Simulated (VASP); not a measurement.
Here is a VASP 6.6.1 calculation.

Contents of INCAR:

```
SYSTEM = Cu
PREC     = Accurate       ! precision mode
ENCUT    = 520            ! plane-wave cutoff, eV
EDIFF    = 1E-6           ! SCF threshold, eV
ISMEAR   = -1             ! smearing method
SIGMA    = 0.06           ! smearing width, eV
LREAL    = .False.        ! projectors in reciprocal space
LASPH    = .True.         ! aspherical terms in the spheres
NELM     = 80             ! most SCF steps
ALGO     = Normal         ! electronic algorithm
ISIF     = 2              ! what is computed and relaxed
LWAVE    = .False.        ! write WAVECAR
LCHARG   = .False.        ! write CHGCAR
NBANDS   = 12             ! bands
```

File KPOINTS:

```
regular mesh
0
Gamma
  12 12 12
  0 0 0
```

Contents of POSCAR:

```
Cu
1.0
    0.0000000000      1.7909305000      1.7909305000
    1.7909305000      0.0000000000      1.7909305000
    1.7909305000      1.7909305000      0.0000000000
Cu
1
Direct
    0.0000000000      0.0000000000      0.0000000000
```

Potentials or basis: VASP PAW LDA potentials, release 64 (Cu).

Run with:

```sh
$ cat potpaw_LDA.64/Cu/POTCAR > POTCAR
$ mpirun -np 1 vasp_std > vasp.out
```

**Question.** Estimate the pressure.

**Answer.** -8.1 GPa.
